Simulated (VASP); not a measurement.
# MgS (F-43m) in VASP: notebook, part 2 of 2

VASP 6.6.1. Earlier steps stand in the parts before.

## Step 4: Single point, r2SCAN

This run uses another cell than the first one, of 23.20 Å³/atom, 1.041 times its volume.

Contents of POSCAR:

```
MgS
1.0
    0.0000000000      2.8518829780      2.8518829780
    2.8518829780      0.0000000000      2.8518829780
    2.8518829780      2.8518829780      0.0000000000
S Mg
1 1
Direct
    0.2500000000      0.2500000000      0.2500000000
    0.0000000000      0.0000000000      0.0000000000
```

Contents of INCAR.step1:

```
PREC = Accurate
ENCUT = 520
ISMEAR = -1
SIGMA = 0.05
LREAL = False
LASPH = True
NELM = 80
NBANDS = 11
GGA = PE
ALGO = Normal
EDIFF = 1E-4
LWAVE = True
LCHARG = False
```

Contents of INCAR.step2:

```
PREC = Accurate
ENCUT = 520
EDIFF = 1E-6
ISMEAR = -1
SIGMA = 0.05
LREAL = False
LASPH = True
NELM = 80
ALGO = Normal
ISIF = 2
LWAVE = False
LCHARG = False
METAGGA = R2SCAN
LMIXTAU = True
NBANDS = 11
ISTART = 1
```

Contents of KPOINTS:

```
regular mesh
0
Gamma
  8 8 8
```

Launch:

```bash
$ cat potpaw_PBE.64/S/POTCAR potpaw_PBE.64/Mg/POTCAR > POTCAR
$ cp INCAR.step1 INCAR
$ mpirun -np 1 vasp_std > vasp.out
$ cp INCAR.step2 INCAR
$ mpirun -np 1 vasp_std > vasp.out
```

Wall time 39 s (1 thread of Intel Xeon 6975P-C (Granite Rapids), shared host); peak memory 0.17 GiB.

It converged, with:

* Free energy: -15.4449 eV
* Pressure: -1.5 GPa
* Band gap on the k mesh: 4.01 eV, direct

Levels at points of the mesh, in eV from the valence-band top:
```csv
k point,band 1,band 2,band 3,band 4,band 5,band 6,band 7,band 8,band 9
"(0.00, 0.00, 0.00)",-11.67,0.00,0.00,0.00,4.01,8.54,8.54,8.54,11.41
"(0.50, 0.00, 0.00)",-11.00,-3.07,-0.32,-0.32,5.71,8.18,8.18,9.15,13.64
"(0.50, 0.50, 0.00)",-10.79,-2.76,-1.02,-1.02,4.33,6.23,11.91,13.08,13.08
```

Caveat: the PAW data sets were made with another functional, which shifts forces and pressure a little.

## Step 5: Single point, r2SCAN

This run uses another cell than the first one, of 23.65 Å³/atom, 1.061 times its volume.

Contents of POSCAR:

```
MgS
1.0
    0.0000000000      2.8704022176      2.8704022176
    2.8704022176      0.0000000000      2.8704022176
    2.8704022176      2.8704022176      0.0000000000
S Mg
1 1
Direct
    0.2500000000      0.2500000000      0.2500000000
    0.0000000000      0.0000000000      0.0000000000
```

Contents of INCAR.step1:

```
  PREC = Accurate
  ENCUT = 520
  ISMEAR = -1
  SIGMA = 0.05
  LREAL = F
  LASPH = T
  NELM = 80
  NBANDS = 11
  GGA = PE
  ALGO = Normal
  EDIFF = 1E-4
  LWAVE = T
  LCHARG = F
```

Contents of INCAR.step2:

```
  PREC = Accurate
  ENCUT = 520
  EDIFF = 1E-6
  ISMEAR = -1
  SIGMA = 0.05
  LREAL = F
  LASPH = T
  NELM = 80
  ALGO = Normal
  ISIF = 2
  LWAVE = F
  LCHARG = T
  METAGGA = R2SCAN
  LMIXTAU = T
  LELF = T
  LVHAR = T
  NBANDS = 11
  ISTART = 1
```

KPOINTS is that of step 4.

Launch:

```bash
$ cat potpaw_PBE.64/S/POTCAR potpaw_PBE.64/Mg/POTCAR > POTCAR
$ cp INCAR.step1 INCAR
$ mpirun -np 1 vasp_std > vasp.out
$ cp INCAR.step2 INCAR
$ mpirun -np 1 vasp_std > vasp.out
```

It took 40 s on 1 thread of Intel Xeon 6975P-C (Granite Rapids), shared host; peak memory 0.17 GiB.

Results (log left out):

```yaml
Free_energy: -15.4334 eV
Pressure: -2.6 GPa
Band_gap_on_the_k_mesh: 3.91 eV, direct
```

Levels at points of the mesh, in eV from the valence-band top:
```csv
k point,band 2,band 3,band 4,band 5,band 6,band 7
"(0.00, 0.00, 0.00)",0.00,0.00,0.00,3.91,8.48,8.48
"(0.50, 0.00, 0.00)",-3.01,-0.32,-0.32,5.63,8.15,8.15
"(0.50, 0.50, 0.00)",-2.70,-1.00,-1.00,4.34,6.20,11.71
```

Caveat: the PAW data sets were made with another functional, which shifts forces and pressure a little.

## Step 6: Single point, r2SCAN

This run uses another cell than the first one, of 24.10 Å³/atom, 1.082 times its volume.

Contents of POSCAR:

```
MgS
1.0
    0.0000000000      2.8886855272      2.8886855272
    2.8886855272      0.0000000000      2.8886855272
    2.8886855272      2.8886855272      0.0000000000
S Mg
1 1
Direct
    0.2500000000      0.2500000000      0.2500000000
    0.0000000000      0.0000000000      0.0000000000
```

Contents of INCAR.step1:

```
ALGO = Normal
EDIFF = 1E-4
ENCUT = 520
GGA = PE
ISMEAR = -1
LASPH = True
LCHARG = False
LREAL = False
LWAVE = True
NBANDS = 11
NELM = 80
PREC = Accurate
SIGMA = 0.05
```

Contents of INCAR.step2:

```
ALGO = Normal
EDIFF = 1E-6
ENCUT = 520
ISIF = 2
ISMEAR = -1
ISTART = 1
LASPH = True
LCHARG = False
LMIXTAU = True
LREAL = False
LWAVE = False
METAGGA = R2SCAN
NBANDS = 11
NELM = 80
PREC = Accurate
SIGMA = 0.05
```

Contents of KPOINTS:

```
k-points
0
Gamma
  8 8 8
```

Potentials or basis: VASP PAW PBE potentials, release 64 (S, Mg).

Launch:

```bash
$ cat potpaw_PBE.64/S/POTCAR potpaw_PBE.64/Mg/POTCAR > POTCAR
$ cp INCAR.step1 INCAR
$ mpirun -np 1 vasp_std > vasp.out
$ cp INCAR.step2 INCAR
$ mpirun -np 1 vasp_std > vasp.out
```

OUTCAR:

```text
EDIFF = 1E-6
   ENCUT = 520
   ISIF = 2
   ISMEAR = -1
   ISTART = 1
   LASPH = True
   LREAL = False
   METAGGA = R2SCAN
   NELM = 80
   PREC = Accurate

 ion  position               nearest neighbor table
   1  0.250  0.250  0.250-   2 2.50   2 2.50   2 2.50   2 2.50
   2  0.000  0.000  0.000-   1 2.50   1 2.50   1 2.50   1 2.50

  LATTYP: Found a face centered cubic cell.
 ALAT       =     5.7773710544

  Lattice vectors:

 A1 = (   0.0000000000,   2.8886855272,   2.8886855272)
 A2 = (   2.8886855272,   0.0000000000,   2.8886855272)
 A3 = (   2.8886855272,   2.8886855272,   0.0000000000)

Analysis of symmetry for initial positions (statically):
=====================================================================
 Subroutine PRICEL returns:
 Original cell was already a primitive cell.

 Routine SETGRP: Setting up the symmetry group for a
 face centered cubic supercell.

 Subroutine GETGRP returns: Found 24 space group operations
 (whereof 24 operations were pure point group operations)
 out of a pool of 48 trial point group operations.

The static configuration has the point symmetry T_d .

Analysis of symmetry for dynamics (positions and initial velocities):
=====================================================================
 Subroutine PRICEL returns:
 Original cell was already a primitive cell.

 Routine SETGRP: Setting up the symmetry group for a
 face centered cubic supercell.

 Subroutine GETGRP returns: Found 24 space group operations
 (whereof 24 operations were pure point group operations)
 out of a pool of 48 trial point group operations.

The dynamic configuration has the point symmetry T_d .

 Subroutine INISYM returns: Found 24 space group operations
 (whereof 24 operations are pure point group operations),
 and found     1 'primitive' translations

----------------------------------------------------------------------------------------

                                     Primitive cell

  volume of cell :      48.2093
[... 111 lines left out ...]
  Fermi-wavevector in a.u.,A,eV,Ry     =   0.899624  1.700044 11.011523  0.809324
  Thomas-Fermi vector in A             =   2.022481
   LORBIT       =      0    0 simple, 1 ext, 2 COOP (PROOUT), +10 PAW based schemes
   METAGGA = R2SCAN    functional components
   LHFCALC =     F    Hartree Fock is set to
   AEXX    =    0.0000 exact exchange contribution
   IVDW    =     0    specifies the selected vdW correction
   LEPSILON=     F    determine dielectric tensor
   LRPA    =     F    only Hartree local field effects (RPA)
 non-spin polarized calculation
  energy-cutoff  :      520.00
  volume of cell :       48.21
 maximum number of plane-waves:      1316
   NGX = 15   NGY = 15   NGZ = 15

 number of electron       7.9999999 magnetization

 Free energy of the ion-electron system (eV)
  ---------------------------------------------------
  ext. energy  EPLUGINS =         0.00000000
  ---------------------------------------------------
  free energy    TOTEN  =       -15.41627860 eV

  energy without entropy =      -15.41627860  energy(sigma->0) =      -15.41627860

 E-fermi :   1.4876     XC(G=0):  -8.5367

 val. band max:        0.4075425024   @ k =   0.0000   0.0000   0.0000
 cond. band min:       4.2209959665   @ k =   0.0000   0.0000   0.0000
 fundamental gap:      3.8134534640
 Fermi energy:         1.4876228776

 k-point     1 :       0.0000    0.0000    0.0000
  band No.  band energies     occupation
      1     -11.1364      2.00000
      2       0.4075      2.00000
      3       0.4075      2.00000
      4       0.4075      2.00000
      5       4.2210      0.00000
      6       8.8401      0.00000
      7       8.8401      0.00000
      8       8.8401      0.00000
      9      11.7314      0.00000
     10      11.7314      0.00000
     11      14.5841      0.00000
[... 309 lines left out ...]
 k-point    24 :      -0.3750    0.2500    0.1250
  band No.  band energies     occupation
      1     -10.4281      2.00000
      2      -2.2020      2.00000
      3      -0.8022      2.00000
      4      -0.2002      2.00000
      5       6.9020      0.00000
      6       7.3234      0.00000
      7       9.5428      0.00000
      8       9.7355      0.00000
      9      12.2732      0.00000
     10      13.7309      0.00000
     11      14.9889      0.00000

 [... further k-points ...]
[... 5 lines left out ...]
  --------------------------------------------------------------------------------------
  -------------------------------------------------------------------------------------
  Total       -1.0489408     -1.0489408     -1.0489408      0.0000000      0.0000000     -0.0000000
  in kB      -34.8602726    -34.8602726    -34.8602726      0.0000000      0.0000000     -0.0000000
  external PRESSURE =     -34.8602726 kB  Pullay stress =       0.0000000 kB

 VOLUME and BASIS-vectors are now :
 -----------------------------------------------------------------------------
  energy-cutoff  :      520.00
  volume of cell :       48.21
      direct lattice vectors                 reciprocal lattice vectors
     0.000000000  2.888685527  2.888685527    -0.173089108  0.173089108  0.173089108
     2.888685527  0.000000000  2.888685527     0.173089108 -0.173089108  0.173089108
     2.888685527  2.888685527  0.000000000     0.173089108  0.173089108 -0.173089108

 POSITION                                       TOTAL-FORCE (eV/Angst)
 -----------------------------------------------------------------------------------
      1.44434      1.44434      1.44434        -0.000000     -0.000000      0.000000
      0.00000      0.00000      0.00000         0.000000      0.000000     -0.000000
 -----------------------------------------------------------------------------------
    total drift:                                0.000000      0.000000      0.000000

  FREE ENERGIE OF THE ION-ELECTRON SYSTEM (eV)
  ---------------------------------------------------
  free  energy   TOTEN  =       -15.4162785959 eV

  energy  without entropy=      -15.4162785959  energy(sigma->0) =      -15.41627860
```

OSZICAR.step1:

```text
N       E                     dE             d eps       ncg     rms          rms(c)
DAV:   1     0.242738533142E+02    0.24274E+02   -0.33353E+03   654   0.569E+02
DAV:   2    -0.701907002814E+01   -0.31293E+02   -0.30000E+02   790   0.976E+01
DAV:   3    -0.897271073287E+01   -0.19536E+01   -0.19514E+01   793   0.265E+01
DAV:   4    -0.898965193891E+01   -0.16941E-01   -0.16940E-01   786   0.294E+00
DAV:   5    -0.898983679542E+01   -0.18486E-03   -0.18485E-03   802   0.296E-01    0.390E+00
DAV:   6    -0.848295833344E+01    0.50688E+00   -0.13296E+00   698   0.418E+00    0.295E+00
DAV:   7    -0.845059976160E+01    0.32359E-01   -0.26218E-01   752   0.205E+00    0.230E+00
DAV:   8    -0.845855243211E+01   -0.79527E-02   -0.25675E-02   701   0.959E-01    0.132E+00
DAV:   9    -0.845756164990E+01    0.99078E-03   -0.25244E-03   722   0.244E-01    0.472E-01
DAV:  10    -0.845779109387E+01   -0.22944E-03   -0.83637E-04   707   0.132E-01    0.952E-02
DAV:  11    -0.845779875559E+01   -0.76617E-05   -0.56667E-05   707   0.305E-02
   1 F= -.84577988E+01 E0= -.84577988E+01  d E =-.253386E-10
```

Wall time 36 s (1 thread of Intel Xeon 6975P-C (Granite Rapids), shared host); peak memory 0.17 GiB.

What came out:

```
Free energy            : -15.4163 eV
Pressure               : -3.5 GPa
Band gap on the k mesh : 3.81 eV, direct
```

Caveat: the PAW data sets were made with another functional, which shifts forces and pressure a little.

## Step 7: Summary

| cell | gap on the mesh (eV) | pressure (GPa) |
| --- | --- | --- |
| a = 3.980 Å, angles 60.0°, 2 atoms | 4.23 | 0.8 |
| a = 4.007 Å, angles 60.0°, 2 atoms | 4.12 | -0.4 |
| a = 4.033 Å, angles 60.0°, 2 atoms | 4.01 | -1.5 |
| a = 4.059 Å, angles 60.0°, 2 atoms | 3.91 | -2.6 |
| a = 4.085 Å, angles 60.0°, 2 atoms | 3.81 | -3.5 |

Alike in all rows: task single point; level r2SCAN; potentials or basis VASP PAW PBE potentials, release 64 (S, Mg); no spin polarisation; k mesh 8 × 8 × 8; cutoff (eV) 520; smearing fermi-dirac 0.05 eV.

Caveats: the PAW data sets were made with another functional, which shifts forces and pressure a little.

Absolute energies hang on the potentials; compare differences alone.
